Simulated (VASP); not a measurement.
# AlCu3 (P6_3/mmc) in VASP: notebook, part 2 of 2

VASP 6.6.1.

## Step 3: Single point, PBEsol

This run uses another cell than the first one, of 11.95 Å³/atom.

INCAR reads:

```
  ALGO = Fast
  EDIFF = 1E-6
  ENCUT = 520
  GGA = PS
  ISIF = 2
  ISMEAR = 0
  LASPH = True
  LCHARG = False
  LREAL = False
  LWAVE = False
  NBANDS = 46
  NELM = 60
  PREC = Accurate
  SIGMA = 0.1
```

KPOINTS reads:

```
k-points
0
Gamma
  12 12 8
```

POSCAR reads:

```
AlCu3
1.0
    5.1407270490      0.0000000000      0.0000000000
   -2.5703635245      4.4520002184      0.0000000000
    0.0000000000      0.0000000000      4.1787532213
Al Cu
2 6
Direct
    0.6666666667      0.3333333333      0.2500000000
    0.3333333333      0.6666666667      0.7500000000
    0.3306224908      0.1653112454      0.7500000000
    0.8346887546      0.1653112454      0.7500000000
    0.8346887546      0.6693775092      0.7500000000
    0.6693775092      0.8346887546      0.2500000000
    0.1653112454      0.8346887546      0.2500000000
    0.1653112454      0.3306224908      0.2500000000
```

Potentials or basis: VASP PAW PBE potentials, release 64 (Al, Cu).

Started as:

```bash
$ cat potpaw_PBE.64/Al/POTCAR potpaw_PBE.64/Cu/POTCAR > POTCAR
$ mpirun -np 1 vasp_std > vasp.out
```

OUTCAR:

```text
EDIFF = 1E-6
   ENCUT = 520
   GGA = PS
   ISIF = 2
   ISMEAR = 0
   LASPH = True
   LREAL = False
   NELM = 60
   PREC = Accurate

 ion  position               nearest neighbor table
   1  0.667  0.333  0.250-   4 2.57   4 2.57   3 2.57   3 2.57   5 2.57   5 2.57   8 2.57   6 2.57
                             7 2.57   7 2.57   8 2.57   6 2.57
   2  0.333  0.667  0.750-   7 2.57   7 2.57   6 2.57   6 2.57   8 2.57   8 2.57   5 2.57   3 2.57
                             4 2.57   4 2.57   5 2.57   3 2.57
   3  0.331  0.165  0.750-   4 2.55   5 2.55   8 2.56   8 2.56   7 2.56   7 2.56   1 2.57   1 2.57
                             2 2.57   2 2.57   4 2.59   5 2.59
   4  0.835  0.165  0.750-   3 2.55   5 2.55   8 2.56   8 2.56   6 2.56   6 2.56   1 2.57   1 2.57
                             2 2.57   2 2.57   3 2.59   5 2.59
   5  0.835  0.669  0.750-   3 2.55   4 2.55   7 2.56   7 2.56   6 2.56   6 2.56   1 2.57   1 2.57
                             2 2.57   2 2.57   4 2.59   3 2.59
   6  0.669  0.835  0.250-   7 2.55   8 2.55   5 2.56   5 2.56   4 2.56   4 2.56   2 2.57   2 2.57
                             1 2.57   1 2.57   7 2.59   8 2.59
   7  0.165  0.835  0.250-   6 2.55   8 2.55   5 2.56   5 2.56   3 2.56   3 2.56   2 2.57   2 2.57
                             1 2.57   1 2.57   6 2.59   8 2.59
   8  0.165  0.331  0.250-   6 2.55   7 2.55   4 2.56   4 2.56   3 2.56   3 2.56   2 2.57   2 2.57
                             1 2.57   1 2.57   7 2.59   6 2.59

  LATTYP: Found a hexagonal cell.
 ALAT       =     5.1407270490
 C/A-ratio  =     0.8128720279

  Lattice vectors:

 A1 = (   5.1407270490,   0.0000000000,   0.0000000000)
 A2 = (  -2.5703635245,   4.4520002184,   0.0000000000)
 A3 = (   0.0000000000,   0.0000000000,   4.1787532213)

Analysis of symmetry for initial positions (statically):
=====================================================================
 Subroutine PRICEL returns:
 Original cell was already a primitive cell.

 Routine SETGRP: Setting up the symmetry group for a
 hexagonal supercell.
[... 158 lines left out ...]
   GGA     = PS    functional components
   LHFCALC =     F    Hartree Fock is set to
   AEXX    =    0.0000 exact exchange contribution
   IVDW    =     0    specifies the selected vdW correction
   LEPSILON=     F    determine dielectric tensor
   LRPA    =     F    only Hartree local field effects (RPA)
 non-spin polarized calculation
 RMM-DIIS sequential band-by-band and
 Gauss-broadening in eV      SIGMA  =   0.10
  energy-cutoff  :      520.00
  volume of cell :       95.64
 maximum number of plane-waves:      2613
 NGX is ok and might be reduce to    40
   NGX = 19   NGY = 19   NGZ = 15

 number of electron      72.0000020 magnetization

 Free energy of the ion-electron system (eV)
  ---------------------------------------------------
  ext. energy  EPLUGINS =         0.00000000
  ---------------------------------------------------
  free energy    TOTEN  =       -35.62263330 eV

  energy without entropy =      -35.60680138  energy(sigma->0) =      -35.61471734

 E-fermi :   8.6716     XC(G=0): -12.5118

 val. band max:        8.6706565553   @ k =   0.0833   0.0000   0.1250
 cond. band min:       8.6734644845   @ k =   0.1667   0.1667   0.5000
 fundamental gap:      0.0028079293
 Fermi energy:         8.6715852366

 k-point     1 :       0.0000    0.0000    0.0000
  band No.  band energies     occupation
      1      -2.0778      2.00000
      2       2.3353      2.00000
      3       3.4672      2.00000
      4       3.4672      2.00000
      5       3.5581      2.00000
      6       3.6286      2.00000
[... 1165 lines left out ...]
     45      15.2340      0.00000
     46      15.5501      0.00000

 [... further k-points ...]

------------------------ aborting loop because EDIFF is reached ----------------------------------------

  FORCE on cell =-STRESS in cart. coord.  units (eV):
  Direction    XX          YY          ZZ          XY          YZ          ZX
  --------------------------------------------------------------------------------------
  -------------------------------------------------------------------------------------
  Total        0.3289267      0.3289267      0.3533671      0.0000000      0.0000000     -0.0000000
  in kB        5.5104014      5.5104014      5.9198436      0.0000000      0.0000000     -0.0000000
  external PRESSURE =       5.6468821 kB  Pullay stress =       0.0000000 kB

 VOLUME and BASIS-vectors are now :
 -----------------------------------------------------------------------------
  energy-cutoff  :      520.00
  volume of cell :       95.64
      direct lattice vectors                 reciprocal lattice vectors
     5.140727049  0.000000000  0.000000000     0.194525014  0.112309069  0.000000000
    -2.570363524  4.452000218  0.000000000     0.000000000  0.224618138  0.000000000
     0.000000000  0.000000000  4.178753221     0.000000000  0.000000000  0.239305828

 POSITION                                       TOTAL-FORCE (eV/Angst)
 -----------------------------------------------------------------------------------
      2.57036      1.48400      1.04469         0.000000     -0.000000      0.000000
     -0.00000      2.96800      3.13406         0.000000     -0.000000     -0.000000
      1.27473      0.73597      3.13406         0.000616      0.000356     -0.000000
      3.86600      0.73597      3.13406        -0.000616      0.000356     -0.000000
      2.57036      2.98007      3.13406         0.000000     -0.000711     -0.000000
      1.29563      3.71603      1.04469        -0.000616     -0.000356     -0.000000
     -1.29563      3.71603      1.04469         0.000616     -0.000356     -0.000000
     -0.00000      1.47193      1.04469         0.000000      0.000711      0.000000
 -----------------------------------------------------------------------------------
    total drift:                               -0.000000      0.000000      0.000000

  FREE ENERGIE OF THE ION-ELECTRON SYSTEM (eV)
  ---------------------------------------------------
  free  energy   TOTEN  =       -35.6226333012 eV

  energy  without entropy=      -35.6068013843  energy(sigma->0) =      -35.61471734
```

OSZICAR:

```text
N       E                     dE             d eps       ncg     rms          rms(c)
DAV:   1     0.615171944483E+03    0.61517E+03   -0.30557E+04  8764   0.251E+03
DAV:   2     0.330146969868E+02   -0.58216E+03   -0.56462E+03  8740   0.458E+02
DAV:   3    -0.423613137371E+02   -0.75376E+02   -0.70825E+02  9190   0.209E+02
DAV:   4    -0.452096040164E+02   -0.28483E+01   -0.28229E+01 10758   0.558E+01
DAV:   5    -0.452733700273E+02   -0.63766E-01   -0.63743E-01 13458   0.731E+00    0.258E+01
RMM:   6    -0.418459523228E+02    0.34274E+01   -0.12066E+02  9523   0.133E+02    0.173E+01
RMM:   7    -0.355727616327E+02    0.62732E+01   -0.31057E+01  9054   0.712E+01    0.190E+00
RMM:   8    -0.356019509305E+02   -0.29189E-01   -0.77934E-01 10222   0.943E+00    0.101E+00
RMM:   9    -0.356234234983E+02   -0.21473E-01   -0.44800E-01 11164   0.273E+00    0.569E-01
RMM:  10    -0.356238358748E+02   -0.41238E-03   -0.97549E-02  9853   0.374E+00    0.530E-01
RMM:  11    -0.356215830473E+02    0.22528E-02   -0.30732E-02 10214   0.167E+00    0.111E-01
RMM:  12    -0.356226105724E+02   -0.10275E-02   -0.99302E-03 10844   0.501E-01    0.909E-02
RMM:  13    -0.356226272337E+02   -0.16661E-04   -0.16475E-03 11878   0.262E-01    0.310E-02
RMM:  14    -0.356226265847E+02    0.64906E-06   -0.31132E-04 10539   0.149E-01    0.162E-02
RMM:  15    -0.356226348360E+02   -0.82514E-05   -0.97597E-05 11417   0.543E-02    0.106E-02
RMM:  16    -0.356226338179E+02    0.10181E-05   -0.17264E-05  9637   0.428E-02    0.576E-03
RMM:  17    -0.356226333012E+02    0.51673E-06   -0.41928E-06  6891   0.125E-02
   1 F= -.35622633E+02 E0= -.35614717E+02  d E =-.158319E-01
```

stdout:

```text
POSCAR found type information on POSCAR AlCu
 POSCAR found :  2 types and       8 ions
 scaLAPACK will be used
 -----------------------------------------------------------------------------
|                                                                             |
|                                                                             |
|     You enforced a specific xc type in the INCAR file but a different       |
|     I HOPE YOU KNOW WHAT YOU ARE DOING!                                     |
|                                                                             |
 -----------------------------------------------------------------------------

 LDA part: xc-table for (Slater+PW92), standard interpolation
 POSCAR, INCAR and KPOINTS ok, starting setup
 FFT: planning ... GRIDC
 FFT: planning ... GRID_SOFT
 FFT: planning ... GRID
 WAVECAR not read
 entering main loop
```

Wall time 3.7 min (1 thread of Intel Xeon 6975P-C (Granite Rapids), shared host); peak memory 0.43 GiB.

What came out:

| Quantity | Value |
| --- | --- |
| Free energy | -35.6226 eV |
| Pressure | 0.6 GPa |
| Band gap on the k mesh | zero (bands 36 and 37 overlap by 2.59 eV) |

Caveat: the PAW data sets were made with another functional, which shifts forces and pressure a little.
